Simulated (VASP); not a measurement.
Write the native input for VASP 6.6.1 that does the following.

| Item | Value |
| --- | --- |
| Task | electric field gradients |
| Functional | r2SCAN |
| Potentials or basis | VASP PAW PBE potentials, release 64 (Li_sv, F) |
| Cutoff | 720 eV |
| k mesh | 10 × 10 × 10 |
| Occupations | fermi-dirac, width 0.03 eV |
| Spin | no spin polarisation |
| Dipole correction | no |
| Further INCAR settings | ALGO = Normal; EDIFF = 1e-08; NBANDS = 12 |

LiF:

```
CELL_PARAMETERS angstrom
0.00000 2.04050 2.04050
2.04050 0.00000 2.04050
2.04050 2.04050 0.00000
ATOMIC_POSITIONS crystal
Li 0.00000 0.00000 0.00000
F 0.50000 0.50000 0.50000
```

These files were run (other wordings do the same):

POSCAR

```
LiF
1.0
    0.0000000000      2.0405030393      2.0405030393
    2.0405030393      0.0000000000      2.0405030393
    2.0405030393      2.0405030393      0.0000000000
Li F
1 1
Direct
    0.0000000000      0.0000000000      0.0000000000
    0.5000000000      0.5000000000      0.5000000000
```

INCAR.step1

```
SYSTEM = LiF
ALGO = Normal ; EDIFF = 1E-5
ENCUT = 720 ; GGA = PE
GGA_COMPAT = .False. ; ISMEAR = -1
LASPH = .True. ; LCHARG = .False.
LREAL = .False. ; LWAVE = .True.
NBANDS = 12 ; NELM = 120
PREC = Accurate ; SIGMA = 0.03
```

INCAR.step2

```
SYSTEM = LiF
ALGO = Normal ; EDIFF = 1E-8
ENCUT = 720 ; GGA_COMPAT = .False.
ISIF = 2 ; ISMEAR = -1
ISTART = 1 ; LASPH = .True.
LCHARG = .False. ; LEFG = .True.
LMIXTAU = .True. ; LREAL = .False.
LWAVE = .False. ; METAGGA = R2SCAN
NBANDS = 12 ; NELM = 120
PREC = Accurate ; SIGMA = 0.03
```

KPOINTS

```
k-points
0
Gamma
  10 10 10
  0 0 0
```

Potentials or basis: VASP PAW PBE potentials, release 64 (Li_sv, F).

Launch:

```console
$ cat potpaw_PBE.64/Li_sv/POTCAR potpaw_PBE.64/F/POTCAR > POTCAR
$ cp INCAR.step1 INCAR
$ mpirun -np 1 vasp_std > vasp.out
$ cp INCAR.step2 INCAR
$ mpirun -np 1 vasp_std > vasp.out
```

It gave:

```json
{
  "Pressure": "-5.6 GPa",
  "Band gap on the k mesh": "9.90 eV",
  "Largest electric field gradient by atom": "under 0.05 V/Å² on every atom"
}
```

Caveat: the cell stands under tension; the PAW data sets were made with another functional, which shifts forces and pressure a little.

It took 2.7 min on 1 thread of Intel Xeon 8259CL (shared host), peak memory 0.16 GiB.
